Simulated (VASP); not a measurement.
A run of VASP 6.6.1:

File INCAR:

```
SYSTEM = Ta
ALGO = Normal
EDIFF = 1E-6
EDIFFG = -0.005
ENCUT = 600
GGA = PE
IBRION = 2
ISIF = 3
ISMEAR = -1
LASPH = .TRUE.
LCHARG = .FALSE.
LREAL = .FALSE.
LWAVE = .FALSE.
NELM = 100
NSW = 60
PREC = Accurate
PSTRESS = 4800.0
SIGMA = 0.08
```

KPOINTS

```
k-points
0
G
  10 10 14
  0 0 0
```

File POSCAR:

```
Ta
1.0
    3.7253732340      0.0000000000      0.0000000000
   -1.8626866170      3.2262678592      0.0000000000
    0.0000000000      0.0000000000      2.3097314051
Ta
3
Direct
    0.0000000000      0.0000000000      0.0000000000
    0.3333333333      0.6666666667      0.5000000000
    0.6666666667      0.3333333333      0.5000000000
```

Potentials or basis: VASP PAW PBE potentials, release 64 (Ta_pv).

Launch:

```console
$ cat potpaw_PBE.64/Ta_pv/POTCAR > POTCAR
$ mpirun -np 1 vasp_std > vasp.out
```

Hardware: 1 thread of AMD EPYC 7R13 Processor (Zen 3), with other jobs on the host.

How long does it take, and how much memory?

Wall time 7 min on 1 thread of AMD EPYC 7R13 Processor (Zen 3), on a shared host, peak memory 0.17 GiB. Counts: scf iterations 98, k points 112, ion steps 14.
